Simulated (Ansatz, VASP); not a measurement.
## One calculation of Hf, two programs

INCAR

```
PREC = Accurate
ENCUT = 520
EDIFF = 1E-6
ISMEAR = -1
SIGMA = 0.05
LREAL = F
LASPH = T
NELM = 100
ALGO = Normal
ISIF = 2
LWAVE = F
LCHARG = F
GGA = PS
NBANDS = 11
```

Contents of KPOINTS:

```
Automatic mesh
0
Gamma
  9 9 9
```

File POSCAR:

```
Hf
1.0
    0.0222000000      2.2200000000      2.2200000000
    2.2200000000      0.0222000000      2.2200000000
    2.2422000000      2.2422000000      0.0000000000
Hf
1
Direct
    0.0000000000      0.0000000000      0.0000000000
```

File input.yaml:

```yaml
crystal:
  lattice:
    - [0.0222, 2.22, 2.22]
    - [2.22, 0.0222, 2.22]
    - [2.2422, 2.2422, 0.0]
  atoms:
    - { symbol: Hf, position: [0.0, 0.0, 0.0] }
hamiltonian:
  xc: pbesol
  pseudopotentials: { kind: paw }
kpoints:
  mp_grid: { grid: [9, 9, 9] }
  band_path:
    path:
      - [[0.0, 0.0, 0.0], [0.3725125, -0.3725125, 0.0], [0.250025, -0.495, -0.244975], [0.0, -0.5, -0.5], [0.25, -0.25, -0.5], [0.5, 0.0, 0.0], [0.6274875, 0.3725125, 0.0], [0.5, 0.5, 0.0], [0.0, 0.0, 0.0], [-0.3775125, -0.3775125, -0.755025], [0.0, 0.0, -0.5], [0.25, -0.25, -0.5]]
      - [[-0.250025, -0.505, -0.755025], [-0.3775125, -0.3775125, -0.755025]]
      - [[0.3775125, 0.3775125, -0.244975], [0.5, 0.5, 0.0]]
    npoints: 14
scf:
  occupations: { method: fermi_dirac, width: 0.05 }
  n_extra_bands: 6
output:
  forces: true
  stress: true
  eigenvalues: true
  fatbands: false
```

Alike in both runs: functional PBEsol; k mesh 9 × 9 × 9; occupations fermi-dirac, width 0.05 eV; no spin polarisation.

```csv
,VASP,Ansatz
version,VASP 6.6.1,Ansatz 0.2.0
potentials or method,"VASP PAW PBE potentials, release 64 (Hf_pv)",Ansatz PAW
plane-wave cutoff (eV),520,420
valence electrons in the cell,10,26
task,single point,band structure
```

|  | VASP | Ansatz | Ansatz less VASP |
| --- | --- | --- | --- |
| gap on the k mesh at the Fermi level (eV) | none | none | - |
| pressure (GPa) | -1.3 | -1.0 | +0.38 |
| traceless stress, the component that is largest in VASP (GPa) | -1.15 | -1.15 | -0.006 |

VASP's potentials were made for PBE, not for PBEsol. A gap of «none» marks a metal or a gap that the smearing closes. With one functional, cell and mesh, what is left measures potentials, basis and numerics. VASP's potentials hold 10 valence electrons a cell and Ansatz's 26, so a difference there can come from the potentials and not from the codes.

Spin-orbit coupling is off throughout.
